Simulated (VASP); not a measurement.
# LiNbO3 (R-3c) in VASP: notebook

The runs below take LiNbO3 through single point, with r2SCAN.

Program: VASP 6.6.1. These are calculated values, not measurements. Logs are shortened: lines on timing, memory, paths and dates and some standing lists are left out, and cuts for length are marked.

## (1) The cell of the first run

It takes space group R-3c (No. 167, trigonal). Conventional cell: a = 5.185 Å, b = 5.185 Å, c = 13.688 Å, α = 90.00°, β = 90.00°, γ = 120.00°. Within 2.6 Å of Li (site symmetry 32) lie 3 O at 1.96 Å. Nb (site symmetry -3) has 6 O at 1.98 Å within 2.6 Å. Within 2.6 Å of O (site symmetry 2) lie 1 Li at 1.96 Å and 2 Nb at 1.98 Å.

## (2) Single point, r2SCAN

The input, POSCAR:

```
LiNbO3
1.0
    2.5923872658      1.4967154858      4.5628211567
   -2.5923872658      1.4967154858      4.5628211567
    0.0000000000     -2.9934309715      4.5628211567
Li Nb O
2 2 6
Direct
    0.2500000000      0.2500000000      0.2500000000
    0.7500000000      0.7500000000      0.7500000000
    0.0000000000      0.0000000000      0.0000000000
    0.5000000000      0.5000000000      0.5000000000
    0.1284835459      0.3715164541      0.7500000000
    0.7500000000      0.1284835459      0.3715164541
    0.3715164541      0.7500000000      0.1284835459
    0.8715164541      0.6284835459      0.2500000000
    0.2500000000      0.8715164541      0.6284835459
    0.6284835459      0.2500000000      0.8715164541
```

The input, INCAR.step1:

```
PREC     = Accurate       # precision mode
ENCUT    = 520            # plane-wave cutoff, eV
ISMEAR   = 0              # smearing method
SIGMA    = 0.02           # smearing width, eV
LREAL    = False          # projectors in reciprocal space
LASPH    = True           # aspherical terms in the spheres
NELM     = 100            # most SCF steps
NBANDS   = 45             # bands
GGA      = PE             # functional
ALGO     = Normal         # electronic algorithm
EDIFF    = 1E-4           # SCF threshold, eV
LWAVE    = True           # write WAVECAR
LCHARG   = False          # write CHGCAR
```

The input, INCAR.step2:

```
PREC     = Accurate       # precision mode
ENCUT    = 520            # plane-wave cutoff, eV
EDIFF    = 1E-6           # SCF threshold, eV
ISMEAR   = 0              # smearing method
SIGMA    = 0.02           # smearing width, eV
LREAL    = False          # projectors in reciprocal space
LASPH    = True           # aspherical terms in the spheres
NELM     = 100            # most SCF steps
ALGO     = Normal         # electronic algorithm
ISIF     = 2              # what is computed and relaxed
LWAVE    = False          # write WAVECAR
LCHARG   = False          # write CHGCAR
METAGGA  = R2SCAN         # meta-GGA
LMIXTAU  = True         
NBANDS   = 45             # bands
ISTART   = 1
```

The input, KPOINTS:

```
regular mesh
0
Gamma
  6 6 6
```

Potentials or basis: VASP PAW PBE potentials, release 64 (Li_sv, Nb_sv, O).

Started as:

```bash
cat potpaw_PBE.64/Li_sv/POTCAR potpaw_PBE.64/Nb_sv/POTCAR potpaw_PBE.64/O/POTCAR > POTCAR
cp INCAR.step1 INCAR
mpirun -np 1 vasp_std > vasp.out
cp INCAR.step2 INCAR
mpirun -np 1 vasp_std > vasp.out
```

OUTCAR:

```text
PREC = Accurate
   ENCUT = 520
   EDIFF = 1E-6
   ISMEAR = 0
   LREAL = False
   LASPH = True
   NELM = 100
   ISIF = 2
   METAGGA = R2SCAN
   ISTART = 1

 ion  position               nearest neighbor table
   1  0.250  0.250  0.250-   8 1.96   9 1.96  10 1.96
   2  0.750  0.750  0.750-   5 1.96   6 1.96   7 1.96
   3  0.000  0.000  0.000-   7 1.98  10 1.98   9 1.98   6 1.98   5 1.98   8 1.98
   4  0.500  0.500  0.500-   6 1.98   9 1.98   7 1.98  10 1.98   5 1.98   8 1.98
   5  0.128  0.372  0.750-   2 1.96   3 1.98   4 1.98
   6  0.750  0.128  0.372-   2 1.96   4 1.98   3 1.98
   7  0.372  0.750  0.128-   2 1.96   3 1.98   4 1.98
   8  0.872  0.628  0.250-   1 1.96   3 1.98   4 1.98
   9  0.250  0.872  0.628-   1 1.96   4 1.98   3 1.98
  10  0.628  0.250  0.872-   1 1.96   3 1.98   4 1.98

  LATTYP: Found a trigonal (rhomboedric) cell.
 ALAT       =     5.4571023345
 COS(alpha) =     0.5486581979

  Lattice vectors:

 A1 = (   2.5923872658,   1.4967154858,   4.5628211567)
 A2 = (  -2.5923872658,   1.4967154858,   4.5628211567)
 A3 = (   0.0000000000,  -2.9934309715,   4.5628211567)

Analysis of symmetry for initial positions (statically):
=====================================================================
 Subroutine PRICEL returns:
 Original cell was already a primitive cell.

 Routine SETGRP: Setting up the symmetry group for a
 trigonal (rhombohedral) supercell.

 Subroutine GETGRP returns: Found 12 space group operations
 (whereof  6 operations were pure point group operations)
 out of a pool of 12 trial point group operations.

The static configuration has the point symmetry S_6 .
 The point group associated with its full space group is D_3d.

Analysis of symmetry for dynamics (positions and initial velocities):
=====================================================================
 Subroutine PRICEL returns:
 Original cell was already a primitive cell.

 Routine SETGRP: Setting up the symmetry group for a
 trigonal (rhombohedral) supercell.

 Subroutine GETGRP returns: Found 12 space group operations
 (whereof  6 operations were pure point group operations)
 out of a pool of 12 trial point group operations.

The dynamic configuration has the point symmetry S_6 .
 The point group associated with its full space group is D_3d.

[... 120 lines left out ...]
   ISIF   =      2    stress and relaxation
   ISYM   =      2    0-nonsym 1-usesym 2-fastsym
   POTIM  = 0.5000    time-step for ionic-motion
   TEBEG  =    0.0;   TEEND  =   0.0 temperature during run
   PSTRESS=    0.0 pullay stress
   NELECT =      68.0000    total number of electrons
   NUPDOWN=      -1.0000    fix difference up-down
   EMIN   =  10.00;   EMAX   =-10.00  energy-range for DOS
   EFERMI =   0.00;   METHOD = LEGACY
   ISMEAR =     0;   SIGMA  =   0.02  broadening in eV -4-tet -1-fermi 0-gaus
   EFERMI_NEDOS =   21; number of points for ismear=-14 and -15
   IALGO  =     38    algorithm
   IMIX   =      4    mixing-type and parameters
     AMIX     =   0.40;   BMIX     =  1.00
     AMIX_MAG =   1.60;   BMIX_MAG =  1.00
  volume/ion in A,a.u.               =      10.62        71.68
  Fermi-wavevector in a.u.,A,eV,Ry     =   1.410923  2.666257 27.085153  1.990703
  Thomas-Fermi vector in A             =   2.532827
   LORBIT       =      0    0 simple, 1 ext, 2 COOP (PROOUT), +10 PAW based schemes
   METAGGA = R2SCAN    functional components
   LHFCALC =     F    Hartree Fock is set to
   AEXX    =    0.0000 exact exchange contribution
   IVDW    =     0    specifies the selected vdW correction
   LEPSILON=     F    determine dielectric tensor
   LRPA    =     F    only Hartree local field effects (RPA)
 non-spin polarized calculation
 Gauss-broadening in eV      SIGMA  =   0.02
  energy-cutoff  :      520.00
  volume of cell :      106.22
 maximum number of plane-waves:      2908
 NGX is ok and might be reduce to    42
   NGX = 21   NGY = 21   NGZ = 21

 number of electron      68.0000012 magnetization

 Free energy of the ion-electron system (eV)
  ---------------------------------------------------
  ext. energy  EPLUGINS =         0.00000000
  ---------------------------------------------------
  free energy    TOTEN  =      -118.30856338 eV

  energy without entropy =     -118.30856338  energy(sigma->0) =     -118.30856338

 E-fermi :   3.5716     XC(G=0): -11.4876

 val. band max:        3.3729543206   @ k =  -0.1667   0.1667   0.0000
 cond. band min:       6.3358327298   @ k =   0.5000   0.5000   0.0000
 fundamental gap:      2.9628784092
 Fermi energy:         3.5716416852

 k-point     1 :       0.0000    0.0000    0.0000
  band No.  band energies     occupation
      1     -52.8176      2.00000
      2     -52.8001      2.00000
      3     -40.7420      2.00000
      4     -40.7402      2.00000
      5     -28.3273      2.00000
      6     -28.3273      2.00000
[... 1141 lines left out ...]
     44      13.9867      0.00000
     45      14.3132      0.00000

 [... further k-points ...]

------------------------ aborting loop because EDIFF is reached ----------------------------------------

  FORCE on cell =-STRESS in cart. coord.  units (eV):
  Direction    XX          YY          ZZ          XY          YZ          ZX
  --------------------------------------------------------------------------------------
  -------------------------------------------------------------------------------------
  Total       -0.0542631     -0.0542631     -0.1140352      0.0000000     -0.0000000      0.0000000
  in kB       -0.8184491     -0.8184491     -1.7199897      0.0000000     -0.0000000      0.0000000
  external PRESSURE =      -1.1189626 kB  Pullay stress =       0.0000000 kB

 VOLUME and BASIS-vectors are now :
 -----------------------------------------------------------------------------
  energy-cutoff  :      520.00
  volume of cell :      106.22
      direct lattice vectors                 reciprocal lattice vectors
     2.592387266  1.496715486  4.562821157     0.192872418  0.111354942  0.073054218
    -2.592387266  1.496715486  4.562821157    -0.192872418  0.111354942  0.073054218
     0.000000000 -2.993430972  4.562821157     0.000000000 -0.222709885  0.073054218

 POSITION                                       TOTAL-FORCE (eV/Angst)
 -----------------------------------------------------------------------------------
      0.00000      0.00000      3.42212         0.000000      0.000000      0.000000
      0.00000      0.00000     10.26635         0.000000      0.000000      0.000000
      0.00000      0.00000      0.00000         0.000000      0.000000      0.000000
      0.00000      0.00000      6.84423         0.000000      0.000000      0.000000
     -0.63004     -1.49672      5.70353         0.004338      0.000000     -0.000000
      1.61121      0.20273      5.70353        -0.002169      0.003757      0.000000
     -0.98118      1.29398      5.70353        -0.002169     -0.003757      0.000000
      0.63004      1.49672      7.98494        -0.004338      0.000000      0.000000
     -1.61121     -0.20273      7.98494         0.002169     -0.003757      0.000000
      0.98118     -1.29398      7.98494         0.002169      0.003757      0.000000
 -----------------------------------------------------------------------------------
    total drift:                                0.000000      0.000000      0.000000

  FREE ENERGIE OF THE ION-ELECTRON SYSTEM (eV)
  ---------------------------------------------------
  free  energy   TOTEN  =      -118.3085633760 eV

  energy  without entropy=     -118.3085633760  energy(sigma->0) =     -118.30856338
```

OSZICAR.step1:

```text
N       E                     dE             d eps       ncg     rms          rms(c)
DAV:   1     0.734592976390E+03    0.73459E+03   -0.36847E+04  2880   0.159E+03
DAV:   2    -0.306354886149E+02   -0.76523E+03   -0.73826E+03  3713   0.544E+02
DAV:   3    -0.925189120467E+02   -0.61883E+02   -0.61346E+02  4208   0.144E+02
DAV:   4    -0.979678127950E+02   -0.54489E+01   -0.54300E+01  5128   0.391E+01
DAV:   5    -0.982436751693E+02   -0.27586E+00   -0.27573E+00  4345   0.649E+00    0.271E+01
DAV:   6    -0.796785347854E+02    0.18565E+02   -0.82914E+01  4152   0.527E+01    0.902E+00
DAV:   7    -0.796980783238E+02   -0.19544E-01   -0.74983E+00  4592   0.145E+01    0.526E+00
DAV:   8    -0.797092590057E+02   -0.11181E-01   -0.84087E-01  4656   0.593E+00    0.170E+00
DAV:   9    -0.797129141597E+02   -0.36552E-02   -0.10369E-01  4018   0.237E+00    0.972E-01
DAV:  10    -0.797183537324E+02   -0.54396E-02   -0.34559E-02  4016   0.137E+00    0.186E-01
DAV:  11    -0.797180631866E+02    0.29055E-03   -0.35446E-03  4124   0.418E-01    0.478E-02
DAV:  12    -0.797181246378E+02   -0.61451E-04   -0.31940E-04  2976   0.146E-01
   1 F= -.79718125E+02 E0= -.79718125E+02  d E =-.631317E-19
```

Wall time 15 min (1 thread of Intel Xeon Platinum 8259CL at 2.50GHz (Skylake/Cascade Lake), shared host); peak memory 0.36 GiB.

Results:

- Free energy: -118.3086 eV
- Largest force: 0.004 eV/Å
- Band gap on the k mesh: 2.96 eV (least direct gap 3.08 eV)

Forces on the atoms (eV/Å):
```
Li   0.000  0.000  0.000
Li   0.000  0.000  0.000
Nb   0.000  0.000  0.000
Nb   0.000  0.000  0.000
O    0.004  0.000  0.000
O   -0.002  0.004  0.000
O   -0.002 -0.004  0.000
O   -0.004  0.000  0.000
O    0.002 -0.004  0.000
O    0.002  0.004  0.000
```

Caveat: the cutoff is under 1.25 times the usual one of these potentials, so pressure, stress and relaxed cells hold a basis-set (Pulay) error; the PAW data sets were made with another functional, which shifts forces and pressure a little.

[end of part 1 of 3]
